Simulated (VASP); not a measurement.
# SiTe2 (P-3m1) in VASP: a series of runs, part 2 of 2

VASP 6.6.1. Earlier steps stand in the parts before.

**4. Single point, LDA**

This run uses another cell than the first one, of 29.81 Å³/atom, 1.063 times its volume.

File INCAR:

```
PREC = Accurate
ENCUT = 520
EDIFF = 1E-6
ISMEAR = -1
SIGMA = 0.01
LREAL = False
LASPH = True
NELM = 80
ALGO = Normal
ISIF = 2
LWAVE = False
LCHARG = True
LELF = True
LVHAR = True
NBANDS = 15
```

File KPOINTS:

```
regular mesh
0
Gamma
  5 5 3
```

File POSCAR:

```
SiTe2
1.0
    3.8130962389      0.0000000000      0.0000000000
   -1.9065481195      3.3022386451      0.0000000000
    0.0000000000      0.0000000000      7.1026047309
Si Te
1 2
Direct
    0.0000000000      0.0000000000      0.0000000000
    0.3333333333      0.6666666667      0.7734080000
    0.6666666667      0.3333333333      0.2265920000
```

Potentials or basis: VASP PAW LDA potentials, release 64 (Si, Te).

Command:

```sh
$ cat potpaw_LDA.64/Si/POTCAR potpaw_LDA.64/Te/POTCAR > POTCAR
$ mpirun -np 1 vasp_std > vasp.out
```

OUTCAR:

```text
PREC = Accurate
   ENCUT = 520
   EDIFF = 1E-6
   ISMEAR = -1
   LREAL = False
   LASPH = True
   NELM = 80
   ISIF = 2

 ion  position               nearest neighbor table
   1  0.000  0.000  0.000-   2 2.73   3 2.73   3 2.73   2 2.73   3 2.73   2 2.73
   2  0.333  0.667  0.773-   1 2.73   1 2.73   1 2.73
   3  0.667  0.333  0.227-   1 2.73   1 2.73   1 2.73

  LATTYP: Found a hexagonal cell.
 ALAT       =     3.8130962389
 C/A-ratio  =     1.8626869835

  Lattice vectors:

[... 390 lines left out ...]

  FORCE on cell =-STRESS in cart. coord.  units (eV):
  Direction    XX          YY          ZZ          XY          YZ          ZX
  --------------------------------------------------------------------------------------
  -------------------------------------------------------------------------------------
  Total       -2.1029996     -2.1030002     -0.6192756      0.0000000      0.0000000     -0.0000000
  in kB      -37.6743618    -37.6743717    -11.0940641      0.0000000      0.0000000     -0.0000000
  external PRESSURE =     -28.8142659 kB  Pullay stress =       0.0000000 kB

 VOLUME and BASIS-vectors are now :
 -----------------------------------------------------------------------------
  energy-cutoff  :      520.00
  volume of cell :       89.43
      direct lattice vectors                 reciprocal lattice vectors
     3.813096239  0.000000000  0.000000000     0.262254068  0.151412437  0.000000000
    -1.906548120  3.302238645  0.000000000     0.000000000  0.302824874  0.000000000
     0.000000000  0.000000000  7.102604731     0.000000000  0.000000000  0.140793418

 POSITION                                       TOTAL-FORCE (eV/Angst)
 -----------------------------------------------------------------------------------
      0.00000      0.00000      0.00000        -0.000000      0.000000      0.000000
     -0.00000      2.20149      5.49321         0.000000     -0.000000      0.056048
      1.90655      1.10075      1.60939        -0.000000      0.000000     -0.056048
 -----------------------------------------------------------------------------------
    total drift:                                0.000000     -0.000000      0.000000

  FREE ENERGIE OF THE ION-ELECTRON SYSTEM (eV)
  ---------------------------------------------------
  free  energy   TOTEN  =       -13.4010533143 eV

  energy  without entropy=      -13.4004124628  energy(sigma->0) =      -13.40073289
```

OSZICAR:

```text
N       E                     dE             d eps       ncg     rms          rms(c)
DAV:   1     0.534719907551E+02    0.53472E+02   -0.57767E+03   360   0.843E+02
DAV:   2    -0.994762695531E+01   -0.63420E+02   -0.58016E+02   494   0.130E+02
DAV:   3    -0.134361401057E+02   -0.34885E+01   -0.34671E+01   493   0.331E+01
DAV:   4    -0.135066157158E+02   -0.70476E-01   -0.70469E-01   538   0.537E+00
DAV:   5    -0.135070655212E+02   -0.44981E-03   -0.44980E-03   494   0.398E-01    0.875E+00
DAV:   6    -0.134217444388E+02    0.85321E-01   -0.64574E-02   451   0.179E+00    0.479E+00
DAV:   7    -0.134017324788E+02    0.20012E-01   -0.43180E-02   458   0.119E+00    0.724E-01
DAV:   8    -0.134010449143E+02    0.68756E-03   -0.57916E-03   465   0.494E-01    0.312E-01
DAV:   9    -0.134010757739E+02   -0.30860E-04   -0.55958E-04   437   0.142E-01    0.147E-01
DAV:  10    -0.134010593644E+02    0.16409E-04   -0.98017E-05   479   0.548E-02    0.188E-02
DAV:  11    -0.134010534805E+02    0.58839E-05   -0.17510E-05   465   0.282E-02    0.124E-02
DAV:  12    -0.134010533143E+02    0.16624E-06   -0.44403E-06   437   0.118E-02
   1 F= -.13401053E+02 E0= -.13400733E+02  d E =-.640851E-03
```

stdout:

```text
POSCAR found type information on POSCAR SiTe
 POSCAR found :  2 types and       3 ions
 scaLAPACK will be used
 LDA part: xc-table for (Slater(with rela. corr.)+CA(PZ))
 , standard interpolation
 POSCAR, INCAR and KPOINTS ok, starting setup
 FFT: planning ... GRIDC
 FFT: planning ... GRID_SOFT
 FFT: planning ... GRID
 WAVECAR not read
 entering main loop
```

It used 12 s of CPU time on 1 thread of Intel Xeon 6975P-C, on a shared host.

Results:

| Property | Result |
| --- | --- |
| Free energy | -13.4011 eV |
| Pressure | -2.9 GPa |
| Largest force | 0.056 eV/Å |
| Band gap on the k mesh | zero (band 8 reaches 5.35 eV, above the bottom of band 9 at 4.78 eV) |

Forces in eV/Å, atoms in the order of the input:
```
Si   0.000  0.000  0.000
Te   0.000  0.000  0.056
Te   0.000  0.000 -0.056
```

Levels at points of the mesh, in eV from the Fermi level:
```csv
k point,band 4,band 5,band 6,band 7,band 8,band 9,band 10,band 11,band 12,band 13
"(0.00, 0.00, 0.00)",-0.90,-0.58,-0.58,-0.07,-0.07,0.83,3.05,3.31,3.31,4.90
```

Caveat: the k points lie up to 0.38 Å⁻¹ apart; spin-orbit coupling is left out, which moves the levels of the heavy elements.

**5. Single point, LDA**

This run uses another cell than the first one, of 30.70 Å³/atom, 1.095 times its volume.

File INCAR:

```
SYSTEM = SiTe2
ALGO     = Normal         ! electronic algorithm
EDIFF    = 1E-6           ! SCF threshold, eV
ENCUT    = 520            ! plane-wave cutoff, eV
GGA      = CA             ! functional
ISIF     = 2              ! what is computed and relaxed
ISMEAR   = -1             ! smearing method
LASPH    = .True.         ! aspherical terms in the spheres
LCHARG   = .False.        ! write CHGCAR
LREAL    = .False.        ! projectors in reciprocal space
LWAVE    = .False.        ! write WAVECAR
NBANDS   = 15             ! bands
NELM     = 100            ! most SCF steps
PREC     = Accurate       ! precision mode
SIGMA    = 0.01           ! smearing width, eV
```

File KPOINTS:

```
k-points
0
Gamma
  5 5 3
  0 0 0
```

File POSCAR:

```
SiTe2
1.0
    3.8504819194      0.0000000000      0.0000000000
   -1.9252409597      3.3346155984      0.0000000000
    0.0000000000      0.0000000000      7.1722425514
Si Te
1 2
Direct
    0.0000000000      0.0000000000      0.0000000000
    0.3333333333      0.6666666667      0.7734080000
    0.6666666667      0.3333333333      0.2265920000
```

Potentials or basis: VASP PAW LDA potentials, release 64 (Si, Te).

Command:

```sh
$ cat potpaw_LDA.64/Si/POTCAR potpaw_LDA.64/Te/POTCAR > POTCAR
$ mpirun -np 1 vasp_std > vasp.out
```

OUTCAR:

```text
SYSTEM = SiTe2
   EDIFF = 1E-6
   ENCUT = 520
   GGA = CA
   ISIF = 2
   ISMEAR = -1
   LASPH = .True.
   LREAL = .False.
   NELM = 100
   PREC = Accurate

 ion  position               nearest neighbor table
   1  0.000  0.000  0.000-   2 2.75   3 2.75   3 2.75   2 2.75   3 2.75   2 2.75
   2  0.333  0.667  0.773-   1 2.75   1 2.75   1 2.75
   3  0.667  0.333  0.227-   1 2.75   1 2.75   1 2.75

  LATTYP: Found a hexagonal cell.
 ALAT       =     3.8504819194
 C/A-ratio  =     1.8626869835

  Lattice vectors:

 A1 = (   3.8504819194,   0.0000000000,   0.0000000000)
 A2 = (  -1.9252409597,   3.3346155984,   0.0000000000)
 A3 = (   0.0000000000,   0.0000000000,   7.1722425514)

Analysis of symmetry for initial positions (statically):
=====================================================================
 Subroutine PRICEL returns:
 Original cell was already a primitive cell.

 Routine SETGRP: Setting up the symmetry group for a
 hexagonal supercell.

 Subroutine GETGRP returns: Found 12 space group operations
 (whereof 12 operations were pure point group operations)
 out of a pool of 24 trial point group operations.

The static configuration has the point symmetry D_3d.

Analysis of symmetry for dynamics (positions and initial velocities):
=====================================================================
 Subroutine PRICEL returns:
 Original cell was already a primitive cell.

 Routine SETGRP: Setting up the symmetry group for a
 hexagonal supercell.

 Subroutine GETGRP returns: Found 12 space group operations
 (whereof 12 operations were pure point group operations)
 out of a pool of 24 trial point group operations.

The dynamic configuration has the point symmetry D_3d.

 Subroutine INISYM returns: Found 12 space group operations
 (whereof 12 operations are pure point group operations),
 and found     1 'primitive' translations

----------------------------------------------------------------------------------------

                                     Primitive cell

  volume of cell :      92.0907

  direct lattice vectors                    reciprocal lattice vectors
     3.850481919  0.000000000  0.000000000     0.259707751  0.149942320  0.000000000
    -1.925240960  3.334615598  0.000000000     0.000000000  0.299884641  0.000000000
     0.000000000  0.000000000  7.172242551     0.000000000  0.000000000  0.139426406

  length of vectors
     3.850481919  3.850482300  7.172242551     0.299884670  0.299884641  0.139426406

  position of ions in fractional coordinates (direct lattice)
     0.000000000  0.000000000  0.000000000
     0.333333333  0.666666667  0.773408000
     0.666666667  0.333333333  0.226592000

  ion indices of the primitive-cell ions
   primitive index   ion index
                 1           1
                 2           2
                 3           3

----------------------------------------------------------------------------------------

 KPOINTS: k-points

Automatic generation of k-mesh.
 Grid dimensions read from file:
 generate k-points for:    5    5    3

 Generating k-lattice:

[... 28 lines left out ...]
  0.200000  0.200000  0.333333     12.000000
  0.400000  0.200000  0.333333     12.000000
   k-points           NKPTS =     12   k-points in BZ     NKDIM =     12   number of bands    NBANDS=     15
   number of dos      NEDOS =    301   number of ions     NIONS =      3
   total plane-waves  NPLWV =  48600
   dimension x,y,z NGX =    30 NGY =   30 NGZ =   54
   dimension x,y,z NGXF=    60 NGYF=   60 NGZF=  108
   ions per type =               1   2
   NGX,Y,Z   is equivalent  to a cutoff of  12.95, 12.95, 12.52 a.u.
   NGXF,Y,Z  is equivalent  to a cutoff of  25.91, 25.91, 25.03 a.u.
 SYSTEM =  SiTe2
   PREC   = accura    normal or accurate (medium, high low for compatibility)
   ISTART =      0    job   : 0-new  1-cont  2-samecut
   ICHARG =      2    charge: 1-file 2-atom 10-const
   ISPIN  =      1    spin polarized calculation?
   LNONCOLLINEAR =      F non collinear calculations
   LSORBIT =      F    spin-orbit coupling
   LASPH  =      T    aspherical Exc in radial PAW
   ENCUT  =  520.0 eV  38.22 Ry    6.18 a.u.   7.16  7.16 13.34*2*pi/ulx,y,z
   NELM   =    100;   NELMIN=  2; NELMDL= -5     # of ELM steps
   EDIFF  = 0.1E-05   stopping-criterion for ELM
   LREAL  =      F    real-space projection
   EDIFFG = 0.1E-04   stopping-criterion for IOM
   NSW    =      0    number of steps for IOM
   IBRION =     -1    ionic relax: 0-MD 1-quasi-New 2-CG
   NFREE  =      0    steps in history (QN), initial steepest desc. (CG)
   ISIF   =      2    stress and relaxation
   ISYM   =      2    0-nonsym 1-usesym 2-fastsym
   POTIM  = 0.5000    time-step for ionic-motion
   TEBEG  =    0.0;   TEEND  =   0.0 temperature during run
   PSTRESS=    0.0 pullay stress
   NELECT =      16.0000    total number of electrons
   NUPDOWN=      -1.0000    fix difference up-down
   EMIN   =  10.00;   EMAX   =-10.00  energy-range for DOS
   EFERMI =   0.00;   METHOD = LEGACY
   ISMEAR =    -1;   SIGMA  =   0.01  broadening in eV -4-tet -1-fermi 0-gaus
   EFERMI_NEDOS =   21; number of points for ismear=-14 and -15
   IALGO  =     38    algorithm
   IMIX   =      4    mixing-type and parameters
     AMIX     =   0.40;   BMIX     =  1.00
     AMIX_MAG =   1.60;   BMIX_MAG =  1.00
  volume/ion in A,a.u.               =      30.70       207.15
  Fermi-wavevector in a.u.,A,eV,Ry     =   0.913502  1.726269 11.353872  0.834486
  Thomas-Fermi vector in A             =   2.038021
   LORBIT       =      0    0 simple, 1 ext, 2 COOP (PROOUT), +10 PAW based schemes
   GGA     = CA    functional components
   LHFCALC =     F    Hartree Fock is set to
   AEXX    =    0.0000 exact exchange contribution
   IVDW    =     0    specifies the selected vdW correction
   LEPSILON=     F    determine dielectric tensor
   LRPA    =     F    only Hartree local field effects (RPA)
 non-spin polarized calculation
  energy-cutoff  :      520.00
  volume of cell :       92.09
 maximum number of plane-waves:      2489
 NGX is ok and might be reduce to    30
   NGX = 15   NGY = 15   NGZ = 27

 number of electron      15.9999999 magnetization

 Free energy of the ion-electron system (eV)
  ---------------------------------------------------
  ext. energy  EPLUGINS =         0.00000000
  ---------------------------------------------------
  free energy    TOTEN  =       -13.34271294 eV

  energy without entropy =      -13.34178179  energy(sigma->0) =      -13.34224737

 E-fermi :   4.8940     XC(G=0):  -9.0936

 val. band max:        4.8676560926   @ k =   0.0000   0.0000   0.3333
 cond. band min:       4.9190148287   @ k =   0.2000  -0.0000   0.3333
 fundamental gap:      0.0513587361
 Fermi energy:         4.8939681714

 k-point     1 :       0.0000    0.0000    0.0000
  band No.  band energies     occupation
      1      -8.2007      2.00000
      2      -6.4167      2.00000
      3      -1.3112      2.00000
      4       4.0083      2.00000
      5       4.3290      2.00000
      6       4.3290      2.00000
      7       4.8308      1.99639
      8       4.8308      1.99639
      9       5.5918      0.00000
     10       7.8635      0.00000
     11       8.1334      0.00000
     12       8.1334      0.00000
     13       9.8498      0.00000
     14      11.6190      0.00000
[... 185 lines left out ...]
      2      -5.6542      2.00000
      3      -2.8114      2.00000
      4       0.1080      2.00000
      5       0.9155      2.00000
      6       1.6859      2.00000
      7       3.5571      2.00000
      8       3.8739      2.00000
      9       5.6455      0.00000
     10       8.2900      0.00000
     11       8.5054      0.00000
     12       9.7572      0.00000
     13       9.9904      0.00000
     14      11.9146      0.00000
     15      13.4557      0.00000

------------------------ aborting loop because EDIFF is reached ----------------------------------------

  FORCE on cell =-STRESS in cart. coord.  units (eV):
  Direction    XX          YY          ZZ          XY          YZ          ZX
  --------------------------------------------------------------------------------------
  -------------------------------------------------------------------------------------
  Total       -2.8987457     -2.8987464     -1.3263406     -0.0000000      0.0000000     -0.0000000
  in kB      -50.4318455    -50.4318588    -23.0754312     -0.0000000      0.0000000     -0.0000000
  external PRESSURE =     -41.3130452 kB  Pullay stress =       0.0000000 kB

 VOLUME and BASIS-vectors are now :
 -----------------------------------------------------------------------------
  energy-cutoff  :      520.00
  volume of cell :       92.09
      direct lattice vectors                 reciprocal lattice vectors
     3.850481919  0.000000000  0.000000000     0.259707751  0.149942320  0.000000000
    -1.925240960  3.334615598  0.000000000     0.000000000  0.299884641  0.000000000
     0.000000000  0.000000000  7.172242551     0.000000000  0.000000000  0.139426406

 POSITION                                       TOTAL-FORCE (eV/Angst)
 -----------------------------------------------------------------------------------
      0.00000      0.00000      0.00000         0.000000      0.000000      0.000000
     -0.00000      2.22308      5.54707         0.000000     -0.000000      0.252991
      1.92524      1.11154      1.62517        -0.000000     -0.000000     -0.252991
 -----------------------------------------------------------------------------------
    total drift:                                0.000000     -0.000000     -0.000000

  FREE ENERGIE OF THE ION-ELECTRON SYSTEM (eV)
  ---------------------------------------------------
  free  energy   TOTEN  =       -13.3427129419 eV

  energy  without entropy=      -13.3417817901  energy(sigma->0) =      -13.34224737
```

It took 16 s on 1 thread of Intel Xeon 6975P-C, shared host; peak memory 0.18 GiB.

Results:

* Free energy: -13.3427 eV
* Pressure: -4.1 GPa
* Largest force: 0.253 eV/Å
* Band gap on the k mesh: zero (band 8 reaches 5.01 eV, above the bottom of band 9 at 4.46 eV)

Forces on the atoms (eV/Å):
```
Si   0.000  0.000  0.000
Te   0.000  0.000  0.253
Te   0.000  0.000 -0.253
```

Stress tensor (GPa, compression positive):
```
-5.04  0.00  0.00
 0.00 -5.04  0.00
 0.00  0.00 -2.31
```

Caveat: the k points lie up to 0.38 Å⁻¹ apart; spin-orbit coupling is left out, which moves the levels of the heavy elements.

**6. Single point, LDA**

This run uses another cell than the first one, of 31.58 Å³/atom, 1.126 times its volume.

File INCAR:

```
ALGO = Normal ; EDIFF = 1E-6
ENCUT = 520 ; GGA = CA
ISIF = 2 ; ISMEAR = -1
LASPH = T ; LCHARG = T
LELF = T ; LREAL = F
LVHAR = T ; LWAVE = F
NBANDS = 15 ; NELM = 80
PREC = Accurate ; SIGMA = 0.01
```

File KPOINTS:

```
k-points
0
Gamma
  5 5 3
```

File POSCAR:

```
SiTe2
1.0
    3.8871553830      0.0000000000      0.0000000000
   -1.9435776915      3.3663757537      0.0000000000
    0.0000000000      0.0000000000      7.2405537346
Si Te
1 2
Direct
    0.0000000000      0.0000000000      0.0000000000
    0.3333333333      0.6666666667      0.7734080000
    0.6666666667      0.3333333333      0.2265920000
```

Potentials or basis: VASP PAW LDA potentials, release 64 (Si, Te).

Command:

```sh
$ cat potpaw_LDA.64/Si/POTCAR potpaw_LDA.64/Te/POTCAR > POTCAR
$ mpirun -np 1 vasp_std > vasp.out
```

It took 25 s on 1 thread of Intel Xeon 6975P-C, shared host; peak memory 0.18 GiB.

Results (log left out):

```yaml
Free_energy: -13.2654 eV
Pressure: -5.2 GPa
Largest_force: 0.427 eV/Å
Band_gap_on_the_k_mesh: zero (band 8 reaches 4.69 eV, above the bottom of band 9 at 4.16 eV)
```

Forces in eV/Å, atoms in the order of the input:
```
Si   0.000  0.000  0.000
Te   0.000  0.000  0.427
Te   0.000  0.000 -0.427
```

Stress tensor (GPa, compression positive):
```
-6.10  0.00  0.00
 0.00 -6.10  0.00
 0.00  0.00 -3.32
```

Levels at points of the mesh, in eV from the Fermi level:
```csv
k point,band 5,band 6,band 7,band 8,band 9,band 10,band 11,band 12
"(0.00, 0.00, 0.00)",-0.55,-0.55,-0.06,-0.06,0.58,2.89,3.18,3.18
```

Caveat: the k points lie up to 0.37 Å⁻¹ apart; spin-orbit coupling is left out, which moves the levels of the heavy elements.

**7. The runs side by side**

```tsv
cell	gap on the mesh (eV)	pressure (GPa)	largest force (eV/Å)
a = 3.736, b = 3.736, c = 6.959 Å, angles 90.0, 90.0, 120.0°, 3 atoms	none	0.4	0.42
a = 3.775, b = 3.775, c = 7.032 Å, angles 90.0, 90.0, 120.0°, 3 atoms	none	-1.4	0.17
a = 3.813, b = 3.813, c = 7.103 Å, angles 90.0, 90.0, 120.0°, 3 atoms	none	-2.9	0.06
a = 3.850, b = 3.850, c = 7.172 Å, angles 90.0, 90.0, 120.0°, 3 atoms	none	-4.1	0.25
a = 3.887, b = 3.887, c = 7.241 Å, angles 90.0, 90.0, 120.0°, 3 atoms	none	-5.2	0.43
```

Alike in all rows: task single point; level LDA; potentials or basis VASP PAW LDA potentials, release 64 (Si, Te); no spin polarisation; k mesh 5 × 5 × 3; cutoff (eV) 520; smearing fermi-dirac 0.01 eV.

Caveats: all runs use coarse meshes; spin-orbit coupling is left out, which moves the levels of the heavy elements.

Total energies depend on the potentials used, so only differences within one code and one set of settings carry meaning.
